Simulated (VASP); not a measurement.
# In3GaSb2N2 in VASP: notebook, part 2 of 3

VASP 6.6.1. The steps go on from the part before.

## (3) Single point, PBE

This run uses another cell than the first one, of 20.90 Å³/atom, 1.022 times its volume.

INCAR reads:

```
  PREC = Accurate
  ENCUT = 520
  EDIFF = 1E-7
  ISMEAR = 0
  SIGMA = 0.15
  LREAL = False
  LASPH = True
  NELM = 100
  ALGO = Normal
  ISIF = 2
  LWAVE = False
  LCHARG = False
  GGA = PE
  NBANDS = 46
```

KPOINTS reads:

```
Automatic mesh
0
Gamma
  4 4 1
```

POSCAR reads:

```
In3GaSb2N2
1.0
    3.3804125966      0.0000000000      0.0000000000
   -1.6902062983      2.9275231839      0.0000000000
    0.0000000000      0.0000000000     16.8913079070
In Ga Sb N
3 1 2 2
Direct
    0.6666666667      0.3333333333      0.6156727587
    0.6666666667      0.3333333333      0.9290937203
    0.0000000000      0.0000000000      0.0909658875
    0.0000000000      0.0000000000      0.4210753558
    0.0000000000      0.0000000000      0.7833923125
    0.6666666667      0.3333333333      0.2276775305
    0.3333333333      0.6666666667      0.4277573601
    0.3333333333      0.6666666667      0.0043660046
```

Potentials or basis: VASP PAW PBE potentials, release 64 (In_d, Ga_d, Sb, N).

On the command line:

```
$ cat potpaw_PBE.64/In_d/POTCAR potpaw_PBE.64/Ga_d/POTCAR potpaw_PBE.64/Sb/POTCAR potpaw_PBE.64/N/POTCAR > POTCAR
$ mpirun -np 1 vasp_std > vasp.out
```

OUTCAR:

```text
PREC = Accurate
   ENCUT = 520
   EDIFF = 1E-7
   ISMEAR = 0
   LREAL = False
   LASPH = True
   NELM = 100
   ISIF = 2
   GGA = PE

 ion  position               nearest neighbor table
   1  0.667  0.333  0.616-   5 3.44   5 3.44   5 3.44
   2  0.667  0.333  0.929-   8 2.33   8 2.33   8 2.33   5 3.14   5 3.14   5 3.14   3 3.36   3 3.36
                             3 3.36
   3  0.000  0.000  0.091-   8 2.44   8 2.44   8 2.44   6 3.02   6 3.02   6 3.02   2 3.36   2 3.36
                             2 3.36
   4  0.000  0.000  0.421-   7 1.95   7 1.95   7 1.95
   5  0.000  0.000  0.783-   2 3.14   2 3.14   2 3.14   1 3.44   1 3.44   1 3.44
   6  0.667  0.333  0.228-   3 3.02   3 3.02   3 3.02
   7  0.333  0.667  0.428-   4 1.95   4 1.95   4 1.95
   8  0.333  0.667  0.004-   2 2.33   2 2.33   2 2.33   3 2.44   3 2.44   3 2.44

  LATTYP: Found a hexagonal cell.
 ALAT       =     3.3804125966
 C/A-ratio  =     4.9968184132

  Lattice vectors:

 A1 = (   3.3804125966,   0.0000000000,   0.0000000000)
 A2 = (  -1.6902062983,   2.9275231839,   0.0000000000)
 A3 = (   0.0000000000,   0.0000000000,  16.8913079070)

Analysis of symmetry for initial positions (statically):
=====================================================================
 Subroutine PRICEL returns:
 Original cell was already a primitive cell.

 Routine SETGRP: Setting up the symmetry group for a
 hexagonal supercell.

 Subroutine GETGRP returns: Found  6 space group operations
 (whereof  6 operations were pure point group operations)
 out of a pool of 24 trial point group operations.

The static configuration has the point symmetry C_3v.

Analysis of symmetry for dynamics (positions and initial velocities):
=====================================================================
 Subroutine PRICEL returns:
 Original cell was already a primitive cell.

 Routine SETGRP: Setting up the symmetry group for a
 hexagonal supercell.

 Subroutine GETGRP returns: Found  6 space group operations
 (whereof  6 operations were pure point group operations)
 out of a pool of 24 trial point group operations.

The dynamic configuration has the point symmetry C_3v.

 Subroutine INISYM returns: Found  6 space group operations
 (whereof  6 operations are pure point group operations),
 and found     1 'primitive' translations

----------------------------------------------------------------------------------------

                                     Primitive cell

  volume of cell :     167.1604

  direct lattice vectors                    reciprocal lattice vectors
     3.380412597  0.000000000  0.000000000     0.295821877  0.170792840  0.000000000
    -1.690206298  2.927523184  0.000000000     0.000000000  0.341585681  0.000000000
     0.000000000  0.000000000 16.891307907     0.000000000  0.000000000  0.059202047

  length of vectors
     3.380412597  3.380412597 16.891307907     0.341585681  0.341585681  0.059202047

  position of ions in fractional coordinates (direct lattice)
     0.666666667  0.333333333  0.615672759
     0.666666667  0.333333333  0.929093720
     0.000000000  0.000000000  0.090965887
     0.000000000  0.000000000  0.421075356
[... 40 lines left out ...]
 Found      4 irreducible k-points:

 Following reciprocal coordinates:
            Coordinates               Weight
  0.000000  0.000000  0.000000      1.000000
  0.250000  0.000000  0.000000      6.000000
  0.500000  0.000000  0.000000      3.000000
  0.250000  0.250000  0.000000      6.000000
   k-points           NKPTS =      4   k-points in BZ     NKDIM =      4   number of bands    NBANDS=     46
   number of dos      NEDOS =    301   number of ions     NIONS =      8
   total plane-waves  NPLWV =  98784
   dimension x,y,z NGX =    28 NGY =   28 NGZ =  126
   dimension x,y,z NGXF=    56 NGYF=   56 NGZF=  252
   ions per type =               3   1   2   2
   NGX,Y,Z   is equivalent  to a cutoff of  13.77, 13.77, 12.40 a.u.
   NGXF,Y,Z  is equivalent  to a cutoff of  27.54, 27.54, 24.80 a.u.
 SYSTEM =  unknown system
   PREC   = accura    normal or accurate (medium, high low for compatibility)
   ISTART =      0    job   : 0-new  1-cont  2-samecut
   ICHARG =      2    charge: 1-file 2-atom 10-const
   ISPIN  =      1    spin polarized calculation?
   LNONCOLLINEAR =      F non collinear calculations
   LSORBIT =      F    spin-orbit coupling
   LASPH  =      T    aspherical Exc in radial PAW
   ENCUT  =  520.0 eV  38.22 Ry    6.18 a.u.   6.29  6.29 31.41*2*pi/ulx,y,z
   NELM   =    100;   NELMIN=  2; NELMDL= -5     # of ELM steps
   EDIFF  = 0.1E-06   stopping-criterion for ELM
   LREAL  =      F    real-space projection
   EDIFFG = 0.1E-05   stopping-criterion for IOM
   NSW    =      0    number of steps for IOM
   IBRION =     -1    ionic relax: 0-MD 1-quasi-New 2-CG
   NFREE  =      0    steps in history (QN), initial steepest desc. (CG)
   ISIF   =      2    stress and relaxation
   ISYM   =      2    0-nonsym 1-usesym 2-fastsym
   POTIM  = 0.5000    time-step for ionic-motion
   TEBEG  =    0.0;   TEEND  =   0.0 temperature during run
   PSTRESS=    0.0 pullay stress
   NELECT =      72.0000    total number of electrons
   NUPDOWN=      -1.0000    fix difference up-down
   EMIN   =  10.00;   EMAX   =-10.00  energy-range for DOS
   EFERMI =   0.00;   METHOD = LEGACY
   ISMEAR =     0;   SIGMA  =   0.15  broadening in eV -4-tet -1-fermi 0-gaus
   EFERMI_NEDOS =   21; number of points for ismear=-14 and -15
   IALGO  =     38    algorithm
   IMIX   =      4    mixing-type and parameters
     AMIX     =   0.40;   BMIX     =  1.00
     AMIX_MAG =   1.60;   BMIX_MAG =  1.00
  volume/ion in A,a.u.               =      20.90       141.01
  Fermi-wavevector in a.u.,A,eV,Ry     =   1.236349  2.336362 20.797319  1.528560
  Thomas-Fermi vector in A             =   2.370962
   LORBIT       =      0    0 simple, 1 ext, 2 COOP (PROOUT), +10 PAW based schemes
   GGA     = PE    functional components
   LHFCALC =     F    Hartree Fock is set to
   AEXX    =    0.0000 exact exchange contribution
   IVDW    =     0    specifies the selected vdW correction
   LEPSILON=     F    determine dielectric tensor
   LRPA    =     F    only Hartree local field effects (RPA)
 non-spin polarized calculation
 Gauss-broadening in eV      SIGMA  =   0.15
  energy-cutoff  :      520.00
  volume of cell :      167.16
 maximum number of plane-waves:      4516
 NGX is ok and might be reduce to    28
   NGX = 13   NGY = 13   NGZ = 63

 number of electron      72.0000005 magnetization

 Free energy of the ion-electron system (eV)
  ---------------------------------------------------
  ext. energy  EPLUGINS =         0.00000000
  ---------------------------------------------------
  free energy    TOTEN  =       -34.24601794 eV

  energy without entropy =      -34.21611219  energy(sigma->0) =      -34.23106507

 E-fermi :   6.9682     XC(G=0): -10.3227

 val. band max:        6.9650498467   @ k =   0.5000   0.0000   0.0000
 cond. band min:       7.2249090251   @ k =   0.2500   0.2500   0.0000
 fundamental gap:      0.2598591783
 Fermi energy:         6.9681635060

 k-point     1 :       0.0000    0.0000    0.0000
  band No.  band energies     occupation
      1      -8.9471      2.00000
      2      -8.1875      2.00000
      3      -7.9853      2.00000
      4      -7.9574      2.00000
      5      -7.9574      2.00000
      6      -7.7792      2.00000
[... 185 lines left out ...]
     45      11.6754      0.00000
     46      11.8896      0.00000

------------------------ aborting loop because EDIFF is reached ----------------------------------------

  FORCE on cell =-STRESS in cart. coord.  units (eV):
  Direction    XX          YY          ZZ          XY          YZ          ZX
  --------------------------------------------------------------------------------------
  -------------------------------------------------------------------------------------
  Total       -0.2668356     -0.2668356     -0.0414722      0.0000000      0.0000000      0.0000000
  in kB       -2.5575318     -2.5575318     -0.3974975      0.0000000      0.0000000      0.0000000
  external PRESSURE =      -1.8375204 kB  Pullay stress =       0.0000000 kB

 VOLUME and BASIS-vectors are now :
 -----------------------------------------------------------------------------
  energy-cutoff  :      520.00
  volume of cell :      167.16
      direct lattice vectors                 reciprocal lattice vectors
     3.380412597  0.000000000  0.000000000     0.295821877  0.170792840  0.000000000
    -1.690206298  2.927523184  0.000000000     0.000000000  0.341585681  0.000000000
     0.000000000  0.000000000 16.891307907     0.000000000  0.000000000  0.059202047

 POSITION                                       TOTAL-FORCE (eV/Angst)
 -----------------------------------------------------------------------------------
      1.69021      0.97584     10.39952        -0.000000      0.000000      0.065833
      1.69021      0.97584     15.69361         0.000000     -0.000000     -0.038055
      0.00000      0.00000      1.53653         0.000000     -0.000000     -0.025201
      0.00000      0.00000      7.11251        -0.000000     -0.000000     -0.046526
      0.00000      0.00000     13.23252         0.000000     -0.000000     -0.003820
      1.69021      0.97584      3.84577         0.000000     -0.000000      0.000289
     -0.00000      1.95168      7.22538        -0.000000     -0.000000      0.040019
     -0.00000      1.95168      0.07375         0.000000      0.000000      0.007460
 -----------------------------------------------------------------------------------
    total drift:                               -0.000000      0.000000      0.000155

  FREE ENERGIE OF THE ION-ELECTRON SYSTEM (eV)
  ---------------------------------------------------
  free  energy   TOTEN  =       -34.2460179439 eV

  energy  without entropy=      -34.2161121871  energy(sigma->0) =      -34.23106507
```

Wall time 60 s (1 thread of Intel Xeon Platinum 8259CL at 2.50GHz (Skylake/Cascade Lake), shared host); peak memory 0.31 GiB.

Results:

- Free energy: -34.2460 eV
- Pressure: -0.2 GPa
- Largest force: 0.066 eV/Å
- Band gap on the k mesh: zero (band 36 reaches 9.04 eV, above the bottom of band 37 at 6.46 eV)

Forces on the atoms (eV/Å):
```
In   0.000  0.000  0.066
In   0.000  0.000 -0.038
In   0.000  0.000 -0.025
Ga   0.000  0.000 -0.047
Sb   0.000  0.000 -0.004
Sb   0.000  0.000  0.000
N    0.000  0.000  0.040
N    0.000  0.000  0.007
```

Stress tensor (GPa, compression positive):
```
-0.26  0.00  0.00
 0.00 -0.26  0.00
 0.00  0.00 -0.04
```

Caveat: the k points lie up to 0.54 Å⁻¹ apart; spin-orbit coupling is left out, which moves the levels of the heavy elements.

## (4) Single point, PBE

This run uses another cell than the first one, of 21.58 Å³/atom, 1.056 times its volume.

INCAR reads:

```
ALGO = Normal ; EDIFF = 1E-7
ENCUT = 520 ; GGA = PE
ISIF = 2 ; ISMEAR = 0
LASPH = T ; LCHARG = T
LELF = T ; LREAL = F
LVHAR = T ; LWAVE = F
NBANDS = 46 ; NELM = 80
PREC = Accurate ; SIGMA = 0.2
```

KPOINTS reads:

```
k-points
0
Gamma
  8 8 2
```

POSCAR reads:

```
In3GaSb2N2
1.0
   -3.3195975322     -0.0059697637      0.0087443984
   -1.6538855979     -2.8837529327      0.0031302482
    0.0464520188     -0.0096776678     18.0564118516
In Ga Sb N
3 1 2 2
Direct
    0.4154895286      0.1997236692      0.4788121625
    0.4169008442      0.1975699276      0.8188775772
    0.4168789177      0.1976903475      0.1334161378
    0.0836864653      0.8638394871      0.9762073491
    0.4165068058      0.1982904758      0.3078657162
    0.4164896614      0.1985262545      0.6580658103
    0.0838471445      0.8634868234      0.8679160914
    0.4168672992      0.1975396815      0.0088391555
```

On the command line:

```
$ cat potpaw_PBE.64/In_d/POTCAR potpaw_PBE.64/Ga_d/POTCAR potpaw_PBE.64/Sb/POTCAR potpaw_PBE.64/N/POTCAR > POTCAR
$ mpirun -np 1 vasp_std > vasp.out
```

It took 8.8 min on 1 thread of Intel Xeon 6975P-C (Granite Rapids), shared host; peak memory 0.67 GiB.

It converged, with:

| Quantity | Value |
| --- | --- |
| Free energy | -35.3312 eV |
| Pressure | 0.1 GPa |
| Largest force | 0.053 eV/Å |
| Band gap on the k mesh | zero (band 36 reaches 9.40 eV, above the bottom of band 37 at 5.60 eV) |

Forces on the atoms (eV/Å):
```
In   0.000  0.000 -0.033
In   0.000  0.000  0.053
In   0.000  0.000 -0.048
Ga   0.000  0.000  0.018
Sb   0.000  0.000  0.043
Sb   0.000  0.001  0.018
N    0.000 -0.001 -0.031
N    0.000  0.000 -0.020
```

Stress tensor (GPa, compression positive):
```
-0.18  0.01  0.00
 0.01 -0.30  0.00
 0.00  0.00  0.69
```

Levels at points of the mesh, in eV from the Fermi level:
```
           k point  band 33  band 34  band 35  band 36  band 37  band 38  band 39  band 40
(0.00, 0.00, 0.00)    -0.49    -0.48     0.09     2.43     2.90     4.77     5.03     5.06
(0.50, 0.00, 0.00)    -1.88    -1.56    -1.54    -1.06    -0.57     1.04     2.18     2.26
(0.00, 0.50, 0.00)    -1.89    -1.55    -1.55    -1.06    -0.58     1.03     2.22     2.29
(0.50, 0.50, 0.00)    -1.88    -1.57    -1.54    -1.05    -0.57     1.04     2.18     2.25
(0.00, 0.00, 0.50)    -0.49    -0.48     1.09     1.60     3.13     5.03     5.06     5.10
(0.50, 0.00, 0.50)    -1.70    -1.60    -1.56    -1.11    -0.74     1.28     2.19     2.25
(0.00, 0.50, 0.50)    -1.71    -1.60    -1.55    -1.11    -0.75     1.27     2.22     2.29
(0.50, 0.50, 0.50)    -1.70    -1.60    -1.57    -1.11    -0.74     1.28     2.18     2.25
```

Caveat: spin-orbit coupling is left out, which moves the levels of the heavy elements.

[end of part 2 of 3]
